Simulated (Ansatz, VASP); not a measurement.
# Sc2Ta in VASP and in Ansatz

```xyz
6
Lattice="-3.3211 3.3211 2.5938 3.3211 -3.3211 2.5938 3.3211 3.3211 -2.5938" Properties=species:S:1:pos:R:3 pbc="T T T"
Sc    4.3773    1.0562    0.0000
Sc    2.2649    1.0562    2.5938
Sc    1.0562    2.2649    0.0000
Sc   -1.0562    2.2649    2.5938
Ta    0.0000    0.0000    3.8907
Ta    0.0000    0.0000    1.2969
```

Change from the starting cell: species swapped into the Ta2Ni type (I4/mcm, No. 140).

Alike in both runs: task relaxation of cell and atoms; functional PBE; k mesh 4 × 4 × 4; occupations gaussian, width 0.1 eV; no spin polarisation.

|  | VASP | Ansatz |
| --- | --- | --- |
| version | VASP 6.6.1 | Ansatz 0.2.0 |
| potentials or method | VASP PAW PBE potentials, release 64 (Sc_sv, Ta_pv), cutoff 600 eV | scalar-relativistic, plane waves, PAW |
| valence electrons in the cell | 66 | 70 |

```tsv
	VASP	Ansatz	Ansatz less VASP
gap on the k mesh at the Fermi level, each at its own relaxed structure (eV)	none	none	-
relaxed volume (Å³/atom)	22.83	22.90	+0.069
relaxed length of the cell vector where the two differ most in proportion (Å)	5.678	5.685	+0.0066
```

A gap of «none» marks a metal or a gap that the smearing closes. VASP's potentials hold 66 valence electrons a cell and Ansatz's 70, so a difference there can come from the potentials and not from the codes.

The k mesh is coarse, so the values compare programs but aren't converged. Spin-orbit coupling is off throughout. Noted on VASP's run: the volume moved by over 15 % at a fixed basis, so the end points are rough.
